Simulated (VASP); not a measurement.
Wanted: the native input for a VASP 6.6.1 run.

| Item | Value |
| --- | --- |
| Task | single point |
| Functional | PBE |
| Potentials or basis | VASP PAW PBE potentials, release 64 (Fe, O) |
| Cutoff | 520 eV |
| k mesh | 38 × 38 × 38 |
| Occupations | fermi-dirac, width 0.0612256 eV |
| Spin | no spin polarisation |
| Dipole correction | no |
| Further INCAR settings | ALGO = Normal; EDIFF = 1e-06; NBANDS = 18 |

The structure of Fe2O (antifluorite type) lies in POSCAR:

```
Fe2O
1.0
    0.0000000000      2.4330510158      2.4330510158
    2.4330510158      0.0000000000      2.4330510158
    2.4330510158      2.4330510158      0.0000000000
Fe O
2 1
Direct
    0.2500000000      0.2500000000      0.2500000000
    0.7500000000      0.7500000000      0.7500000000
    0.0000000000      0.0000000000      0.0000000000
```

These files were run (other wordings do the same):

INCAR

```
SYSTEM = Fe2O
  PREC = Accurate
  ENCUT = 520
  EDIFF = 1E-6
  ISMEAR = -1
  SIGMA = 0.06122561905347299
  LREAL = .FALSE.
  LASPH = .TRUE.
  NELM = 60
  ALGO = Normal
  ISIF = 2
  LWAVE = .FALSE.
  LCHARG = .TRUE.
  GGA = PE
  LELF = .TRUE.
  LVHAR = .TRUE.
  NBANDS = 18
```

KPOINTS

```
regular mesh
0
G
  38 38 38
  0 0 0
```

Potentials or basis: VASP PAW PBE potentials, release 64 (Fe, O).

The run is started by

```sh
$ cat potpaw_PBE.64/Fe/POTCAR potpaw_PBE.64/O/POTCAR > POTCAR
$ mpirun -np 1 vasp_std > vasp.out
```

Results of the run:

```
Pressure               : 4.8 GPa
Band gap on the k mesh : zero (bands 11 and 12 overlap by 1.10 eV)
```

Caveat: the cell stands under pressure; the run has no spin polarisation, though such a crystal can be magnetic.

Run time: 7.2 min on 1 thread of Intel(R) Xeon(R) Platinum 8488C (Sapphire Rapids), with other jobs on the host, peak memory 0.75 GiB.
